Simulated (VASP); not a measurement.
# Si (a cell with a defect) in VASP: single point with PBE

Aim: the single point of Si (a cell with a defect) with PBE.

All numbers are computed with VASP 6.6.1; they aren't measurements. Logs are shortened: lines on timing, memory, paths and dates and some standing lists are left out, and cuts for length are marked.

## Step 1: The cell of the first run

The cell holds a defect, 17 atoms: a = 7.679 Å, b = 7.679 Å, c = 7.679 Å, α = 60.00°, β = 60.00°, γ = 60.00°.

## Step 2: Single point, PBE

INCAR reads:

```
SYSTEM = Si
PREC = Accurate
ENCUT = 520
EDIFF = 1E-6
ISMEAR = -1
SIGMA = 0.02
LREAL = Auto
LASPH = .TRUE.
NELM = 100
ALGO = Normal
ISIF = 2
LWAVE = .FALSE.
LCHARG = .FALSE.
GGA = PE
NBANDS = 48
```

KPOINTS reads:

```
Automatic mesh
0
G
  2 2 2
  0 0 0
```

POSCAR reads:

```
Si
1.0
    0.0000000000      5.4300000000      5.4300000000
    5.4300000000      0.0000000000      5.4300000000
    5.4300000000      5.4300000000      0.0000000000
Si
17
Direct
    0.0186165746     -0.0558355433      0.0188491713
    0.1154017495      0.1184046961      0.1155973297
   -0.0260456722      0.0071440147      0.5097047882
    0.1153887661      0.1184106814      0.6510808471
   -0.0020284530      0.4902358195     -0.0018326888
    0.1448569061      0.5655856354      0.1450324125
   -0.0020364641      0.4902355433      0.5141239411
    0.1110452118      0.6353232965      0.6270568140
    0.5094830571      0.0071360958     -0.0258333333
    0.6508378453      0.1184013812      0.1156127993
    0.5094504604      0.0071476980      0.5096895028
    0.6062668508      0.1812300184      0.6064839779
    0.5139426335      0.4902282689     -0.0018441068
    0.6268690608      0.6353200737      0.1112283610
    0.4801552486      0.5596922652      0.4803292818
    0.6268731123      0.6353313076      0.6270686924
    0.3123697974      0.0628469613      0.3126151013
```

Potentials or basis: VASP PAW PBE potentials, release 64 (Si).

The run is started by

```bash
> cat potpaw_PBE.64/Si/POTCAR > POTCAR
> mpirun -np 1 vasp_std > vasp.out
```

OUTCAR:

```text
SYSTEM = Si
   PREC = Accurate
   ENCUT = 520
   EDIFF = 1E-6
   ISMEAR = -1
   LREAL = Auto
   LASPH = .TRUE.
   NELM = 100
   ISIF = 2
   GGA = PE

 ion  position               nearest neighbor table
   1  0.019  0.944  0.019-   4 2.33   2 2.33  10 2.33   6 2.37
   2  0.115  0.118  0.116-   1 2.33   5 2.33  17 2.40   9 2.47   3 2.47
   3  0.974  0.007  0.510-  12 2.33   8 2.33  17 2.40   4 2.47   2 2.47
   4  0.115  0.118  0.651-   1 2.33   7 2.33  17 2.40  11 2.47   3 2.47
   5  0.998  0.490  0.998-  14 2.33   8 2.33   2 2.33   6 2.34
   6  0.145  0.566  0.145-  13 2.34   7 2.34   5 2.34   1 2.37
   7  0.998  0.490  0.514-  16 2.33   8 2.33   4 2.33   6 2.34
   8  0.111  0.635  0.627-   7 2.33   5 2.33   3 2.33  15 2.34
   9  0.509  0.007  0.974-  12 2.33  14 2.33  17 2.40  10 2.47   2 2.47
  10  0.651  0.118  0.116-   1 2.33  13 2.33  17 2.40   9 2.47  11 2.47
  11  0.509  0.007  0.510-  12 2.33  16 2.33  17 2.40   4 2.47  10 2.47
  12  0.606  0.181  0.606-   9 2.33   3 2.33  11 2.33  15 2.37
  13  0.514  0.490  0.998-  16 2.33  14 2.33  10 2.33   6 2.34
  14  0.627  0.635  0.111-  13 2.33   5 2.33   9 2.33  15 2.34
  15  0.480  0.560  0.480-  16 2.34  14 2.34   8 2.34  12 2.37
  16  0.627  0.635  0.627-  13 2.33   7 2.33  11 2.33  15 2.34
  17  0.312  0.063  0.313-   2 2.40  10 2.40   4 2.40   3 2.40   9 2.40  11 2.40

  LATTYP: Found a face centered cubic cell.
 ALAT       =    10.8600000000

  Lattice vectors:

 A1 = (   0.0000000000,   5.4300000000,   5.4300000000)
 A2 = (   5.4300000000,   0.0000000000,   5.4300000000)
 A3 = (   5.4300000000,   5.4300000000,   0.0000000000)

Analysis of symmetry for initial positions (statically):
=====================================================================
 Subroutine PRICEL returns:
 Original cell was already a primitive cell.

 Routine SETGRP: Setting up the symmetry group for a
 face centered cubic supercell.

 Subroutine GETGRP returns: Found  1 space group operations
 (whereof  1 operations were pure point group operations)
 out of a pool of 48 trial point group operations.

The static configuration has the point symmetry C_1 .

Analysis of symmetry for dynamics (positions and initial velocities):
=====================================================================
 Subroutine PRICEL returns:
 Original cell was already a primitive cell.

 Routine SETGRP: Setting up the symmetry group for a
 face centered cubic supercell.

 Subroutine GETGRP returns: Found  1 space group operations
 (whereof  1 operations were pure point group operations)
 out of a pool of 48 trial point group operations.

The dynamic configuration has the point symmetry C_1 .

[... 118 lines left out ...]
   ISYM   =      2    0-nonsym 1-usesym 2-fastsym
   POTIM  = 0.5000    time-step for ionic-motion
   TEBEG  =    0.0;   TEEND  =   0.0 temperature during run
   PSTRESS=    0.0 pullay stress
   NELECT =      68.0000    total number of electrons
   NUPDOWN=      -1.0000    fix difference up-down
   EMIN   =  10.00;   EMAX   =-10.00  energy-range for DOS
   EFERMI =   0.00;   METHOD = LEGACY
   ISMEAR =    -1;   SIGMA  =   0.02  broadening in eV -4-tet -1-fermi 0-gaus
   EFERMI_NEDOS =   21; number of points for ismear=-14 and -15
   IALGO  =     38    algorithm
   IMIX   =      4    mixing-type and parameters
     AMIX     =   0.40;   BMIX     =  1.00
     AMIX_MAG =   1.60;   BMIX_MAG =  1.00
  volume/ion in A,a.u.               =      18.84       127.11
  Fermi-wavevector in a.u.,A,eV,Ry     =   0.976715  1.845724 12.979587  0.953973
  Thomas-Fermi vector in A             =   2.107356
   LORBIT       =      0    0 simple, 1 ext, 2 COOP (PROOUT), +10 PAW based schemes
   GGA     = PE    functional components
   LHFCALC =     F    Hartree Fock is set to
   AEXX    =    0.0000 exact exchange contribution
   IVDW    =     0    specifies the selected vdW correction
   LEPSILON=     F    determine dielectric tensor
   LRPA    =     F    only Hartree local field effects (RPA)
 non-spin polarized calculation
  energy-cutoff  :      520.00
  volume of cell :      320.21
 maximum number of plane-waves:      8646
 NGX is ok and might be reduce to    60
   NGX = 29   NGY = 29   NGZ = 29

 number of electron      68.0000000 magnetization

 Free energy of the ion-electron system (eV)
  ---------------------------------------------------
  ext. energy  EPLUGINS =         0.00000000
  ---------------------------------------------------
  free energy    TOTEN  =       -87.68487573 eV

  energy without entropy =      -87.67820459  energy(sigma->0) =      -87.68154016

 E-fermi :   6.7008     XC(G=0):  -9.6927

 val. band max:        6.6794610773   @ k =   0.0000   0.5000   0.0000
 cond. band min:       6.7390298201   @ k =   0.0000   0.0000   0.0000
 fundamental gap:      0.0595687428
 Fermi energy:         6.7008306273

 k-point     1 :       0.0000    0.0000    0.0000
  band No.  band energies     occupation
      1      -6.2131      2.00000
      2      -3.8761      2.00000
      3      -3.6313      2.00000
      4      -3.6312      2.00000
      5      -3.3757      2.00000
      6      -2.5236      2.00000
[... 381 lines left out ...]
     45      10.4047      0.00000
     46      10.4213      0.00000
 [bands above 46 left out]

------------------------ aborting loop because EDIFF is reached ----------------------------------------

  FORCE on cell =-STRESS in cart. coord.  units (eV):
  Direction    XX          YY          ZZ          XY          YZ          ZX
  --------------------------------------------------------------------------------------
  -------------------------------------------------------------------------------------
  Total        9.2981397      9.2987472      9.2991903      0.8436129      0.8438638     -0.8452779
  in kB       46.5240126     46.5270524     46.5292696      4.2210870      4.2223424     -4.2294179
  external PRESSURE =      46.5267782 kB  Pullay stress =       0.0000000 kB

 VOLUME and BASIS-vectors are now :
 -----------------------------------------------------------------------------
  energy-cutoff  :      520.00
  volume of cell :      320.21
      direct lattice vectors                 reciprocal lattice vectors
     0.000000000  5.430000000  5.430000000    -0.092081031  0.092081031  0.092081031
     5.430000000  0.000000000  5.430000000     0.092081031 -0.092081031  0.092081031
     5.430000000  5.430000000  0.000000000     0.092081031  0.092081031 -0.092081031

 POSITION                                       TOTAL-FORCE (eV/Angst)
 -----------------------------------------------------------------------------------
      5.22916      0.20344      5.22790         0.003784     -0.002364      0.003516
      1.27063      1.25433      1.26957         0.001484      0.002135      0.000583
      2.80649      8.05627      5.32736        -0.006547      0.005144      0.007871
      4.17834      4.16193      1.26953        -0.003599     -0.000928      0.000706
      8.08203     10.83903      8.08097         0.000011     -0.001652      0.000507
      3.85866      1.57410      3.85770        -0.001113     -0.000520     -0.002313
[... 9 lines left out ...]
      6.85483      6.80890      6.85377         0.000795      0.003316      0.001801
      2.03876      3.39367      2.03743        -0.000755      0.001308      0.000799
 -----------------------------------------------------------------------------------
    total drift:                                0.000440     -0.003422      0.002379

  FREE ENERGIE OF THE ION-ELECTRON SYSTEM (eV)
  ---------------------------------------------------
  free  energy   TOTEN  =       -87.6848757302 eV

  energy  without entropy=      -87.6782045939  energy(sigma->0) =      -87.68154016
```

Wall time 4.1 min (1 thread of Intel Xeon Platinum 8175M at 2.50GHz (Skylake/Cascade Lake), shared host); peak memory 0.47 GiB.

Results:

```yaml
Free_energy: -87.6849 eV
Pressure: 4.7 GPa
Largest_force: 0.012 eV/Å
Band_gap_on_the_k_mesh: 0.06 eV
```

Forces on the atoms (eV/Å):
```
Si   0.004 -0.002  0.004
Si   0.001  0.002  0.001
Si  -0.007  0.005  0.008
Si  -0.004 -0.001  0.001
Si   0.000 -0.002  0.001
Si  -0.001 -0.001 -0.002
Si   0.001  0.000  0.001
Si   0.002 -0.001 -0.004
Si   0.009  0.005 -0.006
Si   0.001  0.000 -0.003
Si  -0.006 -0.008 -0.005
Si  -0.002  0.003 -0.002
Si   0.001  0.000  0.001
Si  -0.004 -0.001  0.002
Si   0.004 -0.004  0.003
Si   0.001  0.003  0.002
Si  -0.001  0.001  0.001
```

Caveat: the k points lie up to 0.50 Å⁻¹ apart.
